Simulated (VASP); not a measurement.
# ZnS (P6_3mc) in VASP: a series of runs, part 2 of 2

VASP 6.6.1. Earlier steps stand in the parts before.

## (3) Single point, PBE

This run uses another cell than the first one, of 20.18 Å³/atom, 1.023 times its volume.

Contents of INCAR:

```
PREC     = Accurate       # precision mode
ENCUT    = 520            # plane-wave cutoff, eV
EDIFF    = 1E-6           # SCF threshold, eV
ISMEAR   = 0              # smearing method
SIGMA    = 0.02           # smearing width, eV
LREAL    = F              # projectors in reciprocal space
LASPH    = T              # aspherical terms in the spheres
NELM     = 80             # most SCF steps
ALGO     = Normal         # electronic algorithm
ISIF     = 2              # what is computed and relaxed
LWAVE    = F              # write WAVECAR
LCHARG   = T              # write CHGCAR
GGA      = PE             # functional
LELF     = T              # ELF
LVHAR    = T            
NBANDS   = 26             # bands
```

Contents of KPOINTS:

```
Automatic mesh
0
Gamma
  12 12 6
```

Contents of POSCAR:

```
ZnS
1.0
    3.8446167404      0.0000002904      0.0000000000
   -1.9223086218      3.3295356198      0.0000000000
    0.0000000000      0.0000000000      6.3056001517
Zn S
2 2
Direct
    0.0000000000      0.0000000000      0.0002552321
    0.3333333333      0.6666666667      0.5002552321
    0.0000000000      0.0000000000      0.3747447679
    0.3333333333      0.6666666667      0.8747447679
```

Potentials or basis: VASP PAW PBE potentials, release 64 (Zn, S).

The run is started by

```sh
> cat potpaw_PBE.64/Zn/POTCAR potpaw_PBE.64/S/POTCAR > POTCAR
> mpirun -np 1 vasp_std > vasp.out
```

OUTCAR:

```text
PREC = Accurate
   ENCUT = 520
   EDIFF = 1E-6
   ISMEAR = 0
   LREAL = F
   LASPH = T
   NELM = 80
   ISIF = 2
   GGA = PE

 ion  position               nearest neighbor table
   1  0.000  0.000  0.000-   4 2.36   4 2.36   4 2.36   3 2.36
   2  0.333  0.667  0.500-   3 2.36   3 2.36   3 2.36   4 2.36
   3  0.000  0.000  0.375-   2 2.36   2 2.36   2 2.36   1 2.36
   4  0.333  0.667  0.875-   1 2.36   1 2.36   1 2.36   2 2.36

  LATTYP: Found a hexagonal cell.
 ALAT       =     3.8446167404
 C/A-ratio  =     1.6401115059

  Lattice vectors:

 A1 = (   3.8446167404,   0.0000002904,   0.0000000000)
 A2 = (  -1.9223086218,   3.3295356198,   0.0000000000)
 A3 = (   0.0000000000,   0.0000000000,   6.3056001517)

Analysis of symmetry for initial positions (statically):
=====================================================================
 Subroutine PRICEL returns:
 Original cell was already a primitive cell.

 Routine SETGRP: Setting up the symmetry group for a
 hexagonal supercell.

 Subroutine GETGRP returns: Found 12 space group operations
 (whereof  6 operations were pure point group operations)
 out of a pool of 24 trial point group operations.

The static configuration has the point symmetry C_3v.
 The point group associated with its full space group is C_6v.

Analysis of symmetry for dynamics (positions and initial velocities):
=====================================================================
 Subroutine PRICEL returns:
 Original cell was already a primitive cell.

 Routine SETGRP: Setting up the symmetry group for a
 hexagonal supercell.

 Subroutine GETGRP returns: Found 12 space group operations
 (whereof  6 operations were pure point group operations)
 out of a pool of 24 trial point group operations.

The dynamic configuration has the point symmetry C_3v.
 The point group associated with its full space group is C_6v.

 Subroutine INISYM returns: Found 12 space group operations
 (whereof  6 operations are pure point group operations),
 and found     1 'primitive' translations

----------------------------------------------------------------------------------------

                                     Primitive cell

  volume of cell :      80.7167

  direct lattice vectors                    reciprocal lattice vectors
     3.844616740  0.000000290  0.000000000     0.260103939  0.150171105  0.000000000
    -1.922308622  3.329535620  0.000000000    -0.000000023  0.300342171  0.000000000
     0.000000000  0.000000000  6.305600152     0.000000000  0.000000000  0.158589187

  length of vectors
     3.844616740  3.844616740  6.305600152     0.300342171  0.300342171  0.158589187

  position of ions in fractional coordinates (direct lattice)
     0.000000000  0.000000000  0.000255232
     0.333333333  0.666666667  0.500255232
     0.000000000  0.000000000  0.374744768
     0.333333333  0.666666667  0.874744768

  ion indices of the primitive-cell ions
   primitive index   ion index
                 1           1
                 2           2
                 3           3
                 4           4

----------------------------------------------------------------------------------------

 KPOINTS: Automatic mesh

Automatic generation of k-mesh.
 Grid dimensions read from file:
 generate k-points for:   12   12    6

 Generating k-lattice:

  Cartesian coordinates                     Fractional coordinates (reciprocal lattice)
     0.021675328  0.012514259  0.000000000     0.083333333  0.000000000  0.000000000
    -0.000000002  0.025028514  0.000000000     0.000000000  0.083333333  0.000000000
     0.000000000  0.000000000  0.026431531     0.000000000  0.000000000  0.166666667

  Length of vectors
     0.025028514  0.025028514  0.026431531

  Shift w.r.t. Gamma in fractional coordinates (k-lattice)
     0.000000000  0.000000000  0.000000000

 Subroutine IBZKPT returns following result:
 ===========================================

 Found     76 irreducible k-points:

 Following reciprocal coordinates:
            Coordinates               Weight
  0.000000  0.000000  0.000000      1.000000
  0.083333 -0.000000  0.000000      6.000000
  0.166667 -0.000000  0.000000      6.000000
  0.250000 -0.000000  0.000000      6.000000
  0.333333 -0.000000  0.000000      6.000000
  0.416667 -0.000000  0.000000      6.000000
[... 16 lines left out ...]
  0.250000 -0.000000  0.166667     12.000000
  0.333333 -0.000000  0.166667     12.000000
 [... further k-points ...]
   k-points           NKPTS =     76   k-points in BZ     NKDIM =     76   number of bands    NBANDS=     26
   number of dos      NEDOS =    301   number of ions     NIONS =      4
   total plane-waves  NPLWV =  43200
   dimension x,y,z NGX =    30 NGY =   30 NGZ =   48
   dimension x,y,z NGXF=    60 NGYF=   60 NGZF=   96
   ions per type =               2   2
   NGX,Y,Z   is equivalent  to a cutoff of  12.97, 12.97, 12.66 a.u.
   NGXF,Y,Z  is equivalent  to a cutoff of  25.94, 25.94, 25.31 a.u.
 SYSTEM =  unknown system
   PREC   = accura    normal or accurate (medium, high low for compatibility)
   ISTART =      0    job   : 0-new  1-cont  2-samecut
   ICHARG =      2    charge: 1-file 2-atom 10-const
   ISPIN  =      1    spin polarized calculation?
   LNONCOLLINEAR =      F non collinear calculations
   LSORBIT =      F    spin-orbit coupling
   LASPH  =      T    aspherical Exc in radial PAW
   ENCUT  =  520.0 eV  38.22 Ry    6.18 a.u.   7.15  7.15 11.72*2*pi/ulx,y,z
   NELM   =     80;   NELMIN=  2; NELMDL= -5     # of ELM steps
   EDIFF  = 0.1E-05   stopping-criterion for ELM
   LREAL  =      F    real-space projection
   EDIFFG = 0.1E-04   stopping-criterion for IOM
   NSW    =      0    number of steps for IOM
   IBRION =     -1    ionic relax: 0-MD 1-quasi-New 2-CG
   NFREE  =      0    steps in history (QN), initial steepest desc. (CG)
   ISIF   =      2    stress and relaxation
   ISYM   =      2    0-nonsym 1-usesym 2-fastsym
   POTIM  = 0.5000    time-step for ionic-motion
   TEBEG  =    0.0;   TEEND  =   0.0 temperature during run
   PSTRESS=    0.0 pullay stress
   NELECT =      36.0000    total number of electrons
   NUPDOWN=      -1.0000    fix difference up-down
   EMIN   =  10.00;   EMAX   =-10.00  energy-range for DOS
   EFERMI =   0.00;   METHOD = LEGACY
   ISMEAR =     0;   SIGMA  =   0.02  broadening in eV -4-tet -1-fermi 0-gaus
   EFERMI_NEDOS =   21; number of points for ismear=-14 and -15
   IALGO  =     38    algorithm
   IMIX   =      4    mixing-type and parameters
     AMIX     =   0.40;   BMIX     =  1.00
     AMIX_MAG =   1.60;   BMIX_MAG =  1.00
  volume/ion in A,a.u.               =      20.18       136.18
  Fermi-wavevector in a.u.,A,eV,Ry     =   1.250800  2.363670 21.286330  1.564501
  Thomas-Fermi vector in A             =   2.384778
   LORBIT       =      0    0 simple, 1 ext, 2 COOP (PROOUT), +10 PAW based schemes
   GGA     = PE    functional components
   LHFCALC =     F    Hartree Fock is set to
   AEXX    =    0.0000 exact exchange contribution
   IVDW    =     0    specifies the selected vdW correction
   LEPSILON=     F    determine dielectric tensor
   LRPA    =     F    only Hartree local field effects (RPA)
 non-spin polarized calculation
 Gauss-broadening in eV      SIGMA  =   0.02
  energy-cutoff  :      520.00
  volume of cell :       80.72
 maximum number of plane-waves:      2208
 NGX is ok and might be reduce to    30

 number of electron      36.0000027 magnetization

 Free energy of the ion-electron system (eV)
  ---------------------------------------------------
  ext. energy  EPLUGINS =         0.00000000
  ---------------------------------------------------
  free energy    TOTEN  =       -13.69383807 eV

  energy without entropy =      -13.69383807  energy(sigma->0) =      -13.69383807

 E-fermi :   2.0147     XC(G=0):  -9.5177

 val. band max:        1.9164690065   @ k =   0.0000   0.0000   0.0000
 cond. band min:       3.9992383192   @ k =   0.0000   0.0000   0.0000
 fundamental gap:      2.0827693127
 Fermi energy:         2.0146652156

 k-point     1 :       0.0000    0.0000    0.0000
  band No.  band energies     occupation
      1     -11.0934      2.00000
      2     -10.2041      2.00000
      3      -4.3404      2.00000
      4      -4.3284      2.00000
      5      -4.3284      2.00000
      6      -4.2502      2.00000
[... 18 lines left out ...]
     25       9.5949      0.00000
     26      11.0449      0.00000
[... 644 lines left out ...]
      4      -4.2516      2.00000
      5      -4.2363      2.00000
      6      -4.1102      2.00000
[... 18 lines left out ...]
     25      10.6200      0.00000
     26      11.6368      0.00000

 [... further k-points ...]
[... 5 lines left out ...]
  --------------------------------------------------------------------------------------
  -------------------------------------------------------------------------------------
  Total        0.0823010      0.0823010      0.0826855     -0.0000000     -0.0000000      0.0000000
  in kB        1.6336264      1.6336264      1.6412575     -0.0000000     -0.0000000      0.0000000
  external PRESSURE =       1.6361701 kB  Pullay stress =       0.0000000 kB

 VOLUME and BASIS-vectors are now :
 -----------------------------------------------------------------------------
  energy-cutoff  :      520.00
  volume of cell :       80.72
      direct lattice vectors                 reciprocal lattice vectors
     3.844616740  0.000000290  0.000000000     0.260103939  0.150171105  0.000000000
    -1.922308622  3.329535620  0.000000000    -0.000000023  0.300342171  0.000000000
     0.000000000  0.000000000  6.305600152     0.000000000  0.000000000  0.158589187

 POSITION                                       TOTAL-FORCE (eV/Angst)
 -----------------------------------------------------------------------------------
      0.00000      0.00000      0.00161        -0.000000      0.000000      0.000268
     -0.00000      2.21969      3.15441        -0.000000      0.000000      0.000268
      0.00000      0.00000      2.36299        -0.000000      0.000000     -0.000268
     -0.00000      2.21969      5.51579         0.000000     -0.000000     -0.000268
 -----------------------------------------------------------------------------------
    total drift:                                0.000000     -0.000000     -0.000094

  FREE ENERGIE OF THE ION-ELECTRON SYSTEM (eV)
  ---------------------------------------------------
  free  energy   TOTEN  =       -13.6938380692 eV

  energy  without entropy=      -13.6938380692  energy(sigma->0) =      -13.69383807
```

It took 64 s on 1 thread of Intel Xeon 6975P-C (Granite Rapids), shared host; peak memory 0.28 GiB.

What came out:

```yaml
Free_energy: -13.6938 eV
Pressure: 0.2 GPa
Band_gap_on_the_k_mesh: 2.08 eV, direct
```

A k mesh can miss the band edges. As with any semilocal functional, this PBE gap is likely too small.

## (4) Single point, PBE

This run uses another cell than the first one: it holds 8 atoms, not 4.

Contents of INCAR:

```
ALGO = Normal
EDIFF = 1E-7
ENCUT = 520
GGA = PE
ISIF = 2
ISMEAR = 0
LASPH = T
LCHARG = F
LREAL = F
LWAVE = F
NBANDS = 46
NELM = 80
PREC = Accurate
SIGMA = 0.02
```

Contents of KPOINTS:

```
k-points
0
Gamma
  12 12 3
```

Contents of POSCAR:

```
ZnS
1.0
    3.8472669688      0.0000000000      0.0000000000
   -1.9236334844      3.3318309301      0.0000000000
    0.0000000000      0.0000000000     12.5896286397
Zn S
4 4
Direct
    0.0000000000      0.0000000000     -0.0000092794
    0.3333333333      0.6666666667      0.2500180081
    0.6666666667      0.3333333333      0.4999907206
    0.3333333333      0.6666666667      0.7500180081
    0.0000000000      0.0000000000      0.1876787205
    0.3333333333      0.6666666667      0.4373125508
    0.6666666667      0.3333333333      0.6876787205
    0.3333333333      0.6666666667      0.9373125508
```

The run is started by

```sh
> cat potpaw_PBE.64/Zn/POTCAR potpaw_PBE.64/S/POTCAR > POTCAR
> mpirun -np 1 vasp_std > vasp.out
```

Wall time 2.3 min (1 thread of Intel Xeon 6975P-C (Granite Rapids), shared host); peak memory 0.39 GiB.

It converged, with:

```
Free energy            : -27.3998 eV
Pressure               : 0.2 GPa
Largest force          : 0.008 eV/Å
Band gap on the k mesh : 2.05 eV, direct
```

Forces on the atoms (eV/Å):
```
Zn   0.000  0.000  0.006
Zn   0.000  0.000  0.007
Zn   0.000  0.000  0.006
Zn   0.000  0.000  0.007
S    0.000  0.000 -0.008
S    0.000  0.000 -0.006
S    0.000  0.000 -0.008
S    0.000  0.000 -0.006
```

Levels at points of the mesh, in eV from the valence-band top:
| k point | band 32 | band 33 | band 34 | band 35 | band 36 | band 37 | band 38 | band 39 | band 40 | band 41 |
| --- | --- | --- | --- | --- | --- | --- | --- | --- | --- | --- |
| (0.00, 0.00, 0.00) | -0.44 | -0.44 | -0.04 | 0.00 | 0.00 | 2.05 | 3.15 | 3.33 | 3.56 | 6.36 |
| (0.50, 0.00, 0.00) | -1.54 | -1.54 | -1.52 | -1.06 | -0.84 | 3.30 | 3.39 | 3.77 | 4.35 | 4.87 |

## (5) Summary

| cell | k mesh | smearing | gap on the mesh (eV) | pressure (GPa) |
| --- | --- | --- | --- | --- |
| a = 3.821, b = 3.821, c = 6.240 Å, angles 90.0, 90.0, 120.0°, 4 atoms | 6 × 6 × 4 | gaussian 0.1 eV | 2.20 | 1.8 |
| a = 3.845, b = 3.845, c = 6.306 Å, angles 90.0, 90.0, 120.0°, 4 atoms | 12 × 12 × 6 | gaussian 0.02 eV | 2.08 | 0.2 |
| a = 3.847, b = 3.847, c = 12.590 Å, angles 90.0, 90.0, 120.0°, 8 atoms | 12 × 12 × 3 | gaussian 0.02 eV | 2.05 | 0.2 |

Alike in all rows: task single point; level PBE; potentials or basis VASP PAW PBE potentials, release 64 (Zn, S); no spin polarisation; cutoff (eV) 520.

Total energies depend on the potentials used, so only differences within one code and one set of settings carry meaning.
